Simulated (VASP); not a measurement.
# TiN (Fm-3m) in VASP: relaxation of cell and atoms with r2SCAN

Aim: the relaxation of cell and atoms of TiN with r2SCAN.

Everything below comes from runs of VASP 6.6.1. Logs are shortened: lines on timing, memory, paths and dates and some standing lists are left out, and cuts for length are marked.

## Step 1: The cell of the first run

The structure is cubic, space group Fm-3m (No. 225). The conventional cell has a = 4.233 Å, b = 4.233 Å, c = 4.233 Å, α = 90.00°, β = 90.00°, γ = 90.00°. Ti (site symmetry m-3m) has 6 N at 2.12 Å within 2.8 Å. N (site symmetry m-3m) has 6 Ti at 2.12 Å within 2.8 Å.

## Step 2: Relaxation of cell and atoms, r2SCAN, target pressure 2 GPa, at which the enthalpy is minimised

File POSCAR:

```
TiN
1.0
    0.0000000000      2.1162502804      2.1162502804
    2.1162502804      0.0000000000      2.1162502804
    2.1162502804      2.1162502804      0.0000000000
Ti N
1 1
Direct
    0.0000000000      0.0000000000      0.0000000000
    0.5000000000      0.5000000000      0.5000000000
```

File INCAR.step1:

```
PREC     = Accurate       # precision mode
ENCUT    = 660            # plane-wave cutoff, eV
ISMEAR   = 0              # smearing method
SIGMA    = 0.1            # smearing width, eV
LREAL    = False          # projectors in reciprocal space
LASPH    = True           # aspherical terms in the spheres
NELM     = 120            # most SCF steps
GGA      = PE             # functional
ALGO     = Normal         # electronic algorithm
EDIFF    = 1E-5           # SCF threshold, eV
LWAVE    = True           # write WAVECAR
LCHARG   = False          # write CHGCAR
GGA_COMPAT= False        
IBRION   = 2              # ionic algorithm
ISIF     = 3              # what is computed and relaxed
EDIFFG   = -0.005         # ionic threshold
NELMIN   = 4            
NSW      = 100            # ionic steps
```

File INCAR.step2:

```
PREC     = Accurate       # precision mode
ENCUT    = 660            # plane-wave cutoff, eV
EDIFF    = 1E-7           # SCF threshold, eV
ISMEAR   = 0              # smearing method
SIGMA    = 0.1            # smearing width, eV
LREAL    = False          # projectors in reciprocal space
LASPH    = True           # aspherical terms in the spheres
NELM     = 120            # most SCF steps
ALGO     = Normal         # electronic algorithm
ISIF     = 3              # what is computed and relaxed
LWAVE    = False          # write WAVECAR
LCHARG   = False          # write CHGCAR
METAGGA  = R2SCAN         # meta-GGA
LMIXTAU  = True         
IBRION   = 2              # ionic algorithm
NSW      = 80             # ionic steps
EDIFFG   = -0.005         # ionic threshold
PSTRESS  = 20.0         
ISTART   = 1            
GGA_COMPAT= False        
NELMIN   = 4
```

File KPOINTS:

```
Automatic mesh
0
Gamma
  16 16 16
```

Potentials or basis: VASP PAW PBE potentials, release 64 (Ti_sv, N).

Started as:

```console
$ cat potpaw_PBE.64/Ti_sv/POTCAR potpaw_PBE.64/N/POTCAR > POTCAR
$ cp INCAR.step1 INCAR
$ mpirun -np 1 vasp_std > vasp.out
$ cp INCAR.step2 INCAR
$ mpirun -np 1 vasp_std > vasp.out
```

OUTCAR:

```text
PREC = Accurate
   ENCUT = 660
   EDIFF = 1E-7
   ISMEAR = 0
   LREAL = False
   LASPH = True
   NELM = 120
   ISIF = 3
   METAGGA = R2SCAN
   IBRION = 2
   NSW = 80
   EDIFFG = -0.005
   PSTRESS = 20.0
   ISTART = 1
   NELMIN = 4

 ion  position               nearest neighbor table
   1  0.000  0.000  0.000-   2 2.12   2 2.12   2 2.12   2 2.12   2 2.12   2 2.12
   2  0.500  0.500  0.500-   1 2.12   1 2.12   1 2.12   1 2.12   1 2.12   1 2.12

  LATTYP: Found a face centered cubic cell.
 ALAT       =     4.2325005608

  Lattice vectors:

 A1 = (   0.0000000000,   2.1162502804,   2.1162502804)
 A2 = (   2.1162502804,   0.0000000000,   2.1162502804)
 A3 = (   2.1162502804,   2.1162502804,   0.0000000000)

Analysis of symmetry for initial positions (statically):
=====================================================================
 Subroutine PRICEL returns:
 Original cell was already a primitive cell.

 Routine SETGRP: Setting up the symmetry group for a
 face centered cubic supercell.

 Subroutine GETGRP returns: Found 48 space group operations
 (whereof 48 operations were pure point group operations)
 out of a pool of 48 trial point group operations.

The static configuration has the point symmetry O_h .

Analysis of symmetry for dynamics (positions and initial velocities):
=====================================================================
 Subroutine PRICEL returns:
 Original cell was already a primitive cell.

 Routine SETGRP: Setting up the symmetry group for a
 face centered cubic supercell.

 Subroutine GETGRP returns: Found 48 space group operations
 (whereof 48 operations were pure point group operations)
 out of a pool of 48 trial point group operations.

The dynamic configuration has the point symmetry O_h .

 Subroutine INISYM returns: Found 48 space group operations
 (whereof 48 operations are pure point group operations),
 and found     1 'primitive' translations

----------------------------------------------------------------------------------------

                                     Primitive cell

  volume of cell :      18.9553

  direct lattice vectors                    reciprocal lattice vectors
     0.000000000  2.116250280  2.116250280    -0.236266950  0.236266950  0.236266950
     2.116250280  0.000000000  2.116250280     0.236266950 -0.236266950  0.236266950
     2.116250280  2.116250280  0.000000000     0.236266950  0.236266950 -0.236266950

  length of vectors
     2.992829848  2.992829848  2.992829848     0.409226362  0.409226362  0.409226362

  position of ions in fractional coordinates (direct lattice)
     0.000000000  0.000000000  0.000000000
     0.500000000  0.500000000  0.500000000

  ion indices of the primitive-cell ions
   primitive index   ion index
                 1           1
                 2           2

----------------------------------------------------------------------------------------

 KPOINTS: Automatic mesh

Automatic generation of k-mesh.
 Grid dimensions read from file:
 generate k-points for:   16   16   16

 Generating k-lattice:

  Cartesian coordinates                     Fractional coordinates (reciprocal lattice)
    -0.014766684  0.014766684  0.014766684     0.062500000  0.000000000  0.000000000
     0.014766684 -0.014766684  0.014766684     0.000000000  0.062500000  0.000000000
     0.014766684  0.014766684 -0.014766684     0.000000000  0.000000000  0.062500000

  Length of vectors
     0.025576648  0.025576648  0.025576648

  Shift w.r.t. Gamma in fractional coordinates (k-lattice)
     0.000000000  0.000000000  0.000000000

 Subroutine IBZKPT returns following result:
 ===========================================

 Found    145 irreducible k-points:

 Following reciprocal coordinates:
            Coordinates               Weight
  0.000000  0.000000  0.000000      1.000000
  0.062500  0.000000  0.000000      8.000000
  0.125000  0.000000  0.000000      8.000000
  0.187500  0.000000  0.000000      8.000000
  0.250000  0.000000  0.000000      8.000000
  0.312500  0.000000  0.000000      8.000000
[... 16 lines left out ...]
 -0.125000  0.062500  0.000000     24.000000
 -0.062500  0.062500  0.000000     12.000000
 [... further k-points ...]
   k-points           NKPTS =    145   k-points in BZ     NKDIM =    145   number of bands    NBANDS=     12
   number of dos      NEDOS =    301   number of ions     NIONS =      2
   total plane-waves  NPLWV =  21952
   dimension x,y,z NGX =    28 NGY =   28 NGZ =   28
   dimension x,y,z NGXF=    56 NGYF=   56 NGZF=   56
   ions per type =               1   1
   NGX,Y,Z   is equivalent  to a cutoff of  15.55, 15.55, 15.55 a.u.
   NGXF,Y,Z  is equivalent  to a cutoff of  31.11, 31.11, 31.11 a.u.
 SYSTEM =  unknown system
   PREC   = accura    normal or accurate (medium, high low for compatibility)
   ISTART =      1    job   : 0-new  1-cont  2-samecut
   ICHARG =      0    charge: 1-file 2-atom 10-const
   ISPIN  =      1    spin polarized calculation?
   LNONCOLLINEAR =      F non collinear calculations
   LSORBIT =      F    spin-orbit coupling
   LASPH  =      T    aspherical Exc in radial PAW
   ENCUT  =  660.0 eV  48.51 Ry    6.96 a.u.   6.27  6.27  6.27*2*pi/ulx,y,z
   NELM   =    120;   NELMIN=  4; NELMDL=  0     # of ELM steps
   EDIFF  = 0.1E-06   stopping-criterion for ELM
   LREAL  =      F    real-space projection
   EDIFFG = -.5E-02   stopping-criterion for IOM
   NSW    =     80    number of steps for IOM
   IBRION =      2    ionic relax: 0-MD 1-quasi-New 2-CG
   NFREE  =      1    steps in history (QN), initial steepest desc. (CG)
   ISIF   =      3    stress and relaxation
   ISYM   =      2    0-nonsym 1-usesym 2-fastsym
   POTIM  = 0.5000    time-step for ionic-motion
   TEBEG  =    0.0;   TEEND  =   0.0 temperature during run
   PSTRESS=   20.0 pullay stress
   NELECT =      17.0000    total number of electrons
   NUPDOWN=      -1.0000    fix difference up-down
   EMIN   =  10.00;   EMAX   =-10.00  energy-range for DOS
   EFERMI =   0.00;   METHOD = LEGACY
   ISMEAR =     0;   SIGMA  =   0.10  broadening in eV -4-tet -1-fermi 0-gaus
   EFERMI_NEDOS =   21; number of points for ismear=-14 and -15
   IALGO  =     38    algorithm
   IMIX   =      4    mixing-type and parameters
     AMIX     =   0.40;   BMIX     =  1.00
     AMIX_MAG =   1.60;   BMIX_MAG =  1.00
  volume/ion in A,a.u.               =       9.48        63.96
  Fermi-wavevector in a.u.,A,eV,Ry     =   1.578753  2.983410 33.911979  2.492460
  Thomas-Fermi vector in A             =   2.679236
   LORBIT       =      0    0 simple, 1 ext, 2 COOP (PROOUT), +10 PAW based schemes
   METAGGA = R2SCAN    functional components
   LHFCALC =     F    Hartree Fock is set to
   AEXX    =    0.0000 exact exchange contribution
   IVDW    =     0    specifies the selected vdW correction
   LEPSILON=     F    determine dielectric tensor
   LRPA    =     F    only Hartree local field effects (RPA)
 conjugate gradient relaxation of ions
 non-spin polarized calculation
 Gauss-broadening in eV      SIGMA  =   0.10
  energy-cutoff  :      660.00
  volume of cell :       18.96
 maximum number of plane-waves:       748
 NGX is ok and might be reduce to    28
   NGX = 13   NGY = 13   NGZ = 13

--------------------------------------- Ionic step        1  -------------------------------------------

 number of electron      16.9999999 magnetization

 Free energy of the ion-electron system (eV)
  ---------------------------------------------------
  ext. energy  EPLUGINS =         0.00000000
  ---------------------------------------------------
  free energy    TOTEN  =       -26.01699844 eV

  energy without entropy =      -26.01198354  energy(sigma->0) =      -26.01449099

------------------------ aborting loop because EDIFF is reached ----------------------------------------

  FORCE on cell =-STRESS in cart. coord.  units (eV):
  Direction    XX          YY          ZZ          XY          YZ          ZX
  --------------------------------------------------------------------------------------
  -------------------------------------------------------------------------------------
  Total        0.1878343      0.1878343      0.1878343      0.0000000      0.0000000      0.0000000
  in kB       15.8764906     15.8764906     15.8764906      0.0000000      0.0000000      0.0000000
  external PRESSURE =      -4.1235094 kB  Pullay stress =      20.0000000 kB
[... 61 lines left out ...]
  enthalpy is  TOTEN    =       -25.7803270824 eV   P V=        0.2357851277

--------------------------------------- Ionic step        3  -------------------------------------------

 number of electron      16.9999999 magnetization

 Free energy of the ion-electron system (eV)
  ---------------------------------------------------
  ext. energy  EPLUGINS =         0.00000000
  ---------------------------------------------------
  free energy    TOTEN  =       -26.01671662 eV

  energy without entropy =      -26.01170626  energy(sigma->0) =      -26.01421144

 E-fermi :  11.7658     XC(G=0): -13.9248

 val. band max:       11.7265005177   @ k =   0.1250   0.0000   0.0000
 cond. band min:      11.7713008557   @ k =  -0.3125   0.4375   0.1250
 fundamental gap:      0.0448003380
 Fermi energy:        11.7658255548

 k-point     1 :       0.0000    0.0000    0.0000
  band No.  band energies     occupation
      1     -48.5964      2.00000
      2     -23.5288      2.00000
      3     -23.5288      2.00000
      4     -23.5288      2.00000
      5      -6.5481      2.00000
      6       9.3663      2.00000
      7       9.3663      2.00000
      8       9.3663      2.00000
      9      11.1346      2.00000
     10      11.1346      2.00000
     11      11.1346      2.00000
     12      12.3498      0.00000
[... 331 lines left out ...]
 k-point    24 :      -0.0625    0.0625    0.0000
  band No.  band energies     occupation
      1     -48.5864      2.00000
      2     -23.5938      2.00000
      3     -23.5452      2.00000
      4     -23.5295      2.00000
      5      -6.3450      2.00000
      6       8.2898      2.00000
      7       8.5146      2.00000
      8       8.8620      2.00000
      9      11.2558      2.00000
     10      11.5178      1.99955
     11      11.6578      1.87325
     12      12.7963      0.00000

 [... further k-points ...]

------------------------ aborting loop because EDIFF is reached ----------------------------------------

  FORCE on cell =-STRESS in cart. coord.  units (eV):
  Direction    XX          YY          ZZ          XY          YZ          ZX
  --------------------------------------------------------------------------------------
  -------------------------------------------------------------------------------------
  Total        0.2366416      0.2366416      0.2366416     -0.0000000     -0.0000000      0.0000000
  in kB       20.0285255     20.0285255     20.0285255     -0.0000000     -0.0000000      0.0000000
  external PRESSURE =       0.0285255 kB  Pullay stress =      20.0000000 kB
[... 17 lines left out ...]
  FREE ENERGIE OF THE ION-ELECTRON SYSTEM (eV)
  ---------------------------------------------------
  free  energy   TOTEN  =       -26.0167166161 eV

  energy  without entropy=      -26.0117062609  energy(sigma->0) =      -26.01421144

  enthalpy is  TOTEN    =       -25.7804120387 eV   P V=        0.2363045773

 reached required accuracy - stopping structural energy minimisation
```

It took 12 min on 1 thread of Oxide Virtual Turin-like, shared host; peak memory 0.18 GiB.

Results:

```
Free energy                                                : -26.0167 eV
Relaxed volume                                             : 9.47 Å³/atom
Relaxed cell                                               : a = 2.992 Å, b = 2.992 Å, c = 2.992 Å, α = 60.00°, β = 60.00°, γ = 60.00°
Space group after relaxing (to 0.1 Å)                      : Fm-3m (No. 225)
Energy change on relaxing (the run minimises the enthalpy) : +0.1 meV/atom
Ionic steps                                                : 3
Pressure after relaxing                                    : 2.0 GPa
Band gap on the k mesh                                     : zero (an odd number of electrons rules out a gap without spin polarisation)
```

Step by step:
| step | energy change (eV) | largest force (eV/Å) | pressure (GPa) | volume (Å³) |
| --- | --- | --- | --- | --- |
| 1 | 0.0000 | 0.0000 | 1.59 | 18.96 |
| 2 | 0.0009 | 0.0000 | 2.64 | 18.89 |
| 3 | 0.0003 | 0.0000 | 2.00 | 18.93 |

Final structure:
```
CELL_PARAMETERS angstrom
0.00000 2.11531 2.11531
2.11531 0.00000 2.11531
2.11531 2.11531 0.00000
ATOMIC_POSITIONS crystal
Ti 0.00000 0.00000 0.00000
N 0.50000 0.50000 0.50000
```

Caveat: the cell is relaxed towards a set pressure, so the run minimises the enthalpy, not the energy; the PAW data sets were made with another functional, which shifts forces and pressure a little; an odd number of electrons without spin polarisation forces a metal; a magnetic or distorted state may lie lower.

The gap in the log of VASP goes by the Fermi energy; the results here count the filled bands.